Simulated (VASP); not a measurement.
The system is NaCl.

```xyz
2
Lattice="0.0000 2.7941 2.7941 2.7941 0.0000 2.7941 2.7941 2.7941 0.0000" Properties=species:S:1:pos:R:3 pbc="T T T"
Cl    2.7941    2.7941    2.7941
Na    0.0000    0.0000    0.0000
```

```yaml
Program: VASP 6.6.1
Task: relaxation of cell and atoms
Functional: revPBE
Potentials_or_basis: VASP PAW PBE potentials, release 64 (Cl, Na_pv)
Cutoff: 600 eV
k_mesh: 8 × 8 × 8
Occupations: fermi-dirac, width 0.05 eV
Spin: no spin polarisation
```

At the start: pressure 3.3 GPa; volume 21.81 Å³/atom.

How do energy, volume and symmetry change on relaxing?

Over 4 steps the energy falls by 26.4 meV/atom and the volume is 24.75 Å³/atom (+13.5 %); space group Fm-3m (No. 225, to 0.05 Å).

Step by step:
```csv
step,energy change (eV),largest force (eV/Å),pressure (GPa),volume (Å³)
1,0.0000,0.0000,3.27,43.63
2,-0.0408,0.0000,1.39,46.50
3,-0.0513,0.0000,-0.41,50.51
4,-0.0527,0.0000,-0.03,49.50
```

Final structure:
```
Cl Na
1.0
     0.00000    2.91432    2.91432
     2.91432    0.00000    2.91432
     2.91432    2.91432    0.00000
Cl Na
1 1
Cartesian
  2.9143 2.9143 2.9143
  0.0000 0.0000 0.0000
```

Caveat: the PAW data sets were made with another functional, which shifts forces and pressure a little.
